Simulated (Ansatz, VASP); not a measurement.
AlN: VASP beside Ansatz

The input INCAR:

```
SYSTEM = AlN
ALGO     = Normal         ! electronic algorithm
EDIFF    = 1E-6           ! SCF threshold, eV
ENCUT    = 520            ! plane-wave cutoff, eV
GGA      = PS             ! functional
ISIF     = 2              ! what is computed and relaxed
ISMEAR   = 0              ! smearing method
LASPH    = .True.         ! aspherical terms in the spheres
LCHARG   = .False.        ! write CHGCAR
LREAL    = .False.        ! projectors in reciprocal space
LWAVE    = .False.        ! write WAVECAR
NBANDS   = 16             ! bands
NELM     = 80             ! most SCF steps
PREC     = Accurate       ! precision mode
SIGMA    = 0.05           ! smearing width, eV
```

File KPOINTS:

```
k-points
0
Gamma
  9 9 6
  0 0 0
```

File POSCAR:

```
AlN
1.0
    3.0176720870      0.0000000000      0.0000000000
   -1.5088360435      2.6133806877      0.0000000000
    0.0000000000      0.0000000000      5.1273400000
Al N
2 2
Direct
    0.3333333333      0.6666666667      0.0000000000
    0.6666666667      0.3333333333      0.5000000000
    0.3333333333      0.6666666667      0.3850000000
    0.6666666667      0.3333333333      0.8850000000
```

Input for Ansatz:

```yaml
crystal:
  lattice:
    - [3.017672087, 0.0, 0.0]
    - [-1.5088360435, 2.6133806877, 0.0]
    - [0.0, 0.0, 5.12734]
  atoms:
    - { symbol: Al, position: [0.3333333333, 0.6666666667, 0.0] }
    - { symbol: Al, position: [0.6666666667, 0.3333333333, 0.5] }
    - { symbol: "N", position: [0.3333333333, 0.6666666667, 0.385] }
    - { symbol: "N", position: [0.6666666667, 0.3333333333, 0.885] }
basis:
  ecutwfc: 420
kpoints:
  mp_grid: { grid: [9, 9, 6] }
hamiltonian:
  xc: pbesol
scf:
  occupations: { method: gaussian, width: 0.05 }
output:
  forces: true
  stress: true
  eigenvalues: true
```

Change from the starting cell: strain -0.030 along x and y, +0.030 along z, atoms carried along.

Alike in both runs: task single point; functional PBEsol; k mesh 9 × 9 × 6; occupations gaussian, width 0.05 eV; no spin polarisation.

|  | VASP | Ansatz |
| --- | --- | --- |
| version | VASP 6.6.1 | Ansatz 0.2.0 |
| potentials or method | VASP PAW PBE potentials, release 64 (Al, N), cutoff 520 eV | scalar-relativistic, plane waves, PAW |
| valence electrons in the cell | 16 | 16 |

|  | VASP | Ansatz | Ansatz less VASP |
| --- | --- | --- | --- |
| gap on the k mesh at the Fermi level (eV) | 4.45 | 4.44 | -0.016 |
| least direct gap on the mesh (eV) | 4.45 | 4.44 | -0.016 |
| pressure (GPa) | 9.4 | 9.3 | -0.04 |
| traceless stress, the component that is largest in VASP (GPa) | -18.46 | -18.22 | +0.247 |
| rms of the force components (eV/Å) | 0.473 | 0.466 | -0.0071 |

VASP's potentials were made for PBE, not for PBEsol. Atom by atom the forces differ by 0.007 eV/Å (rms over components).
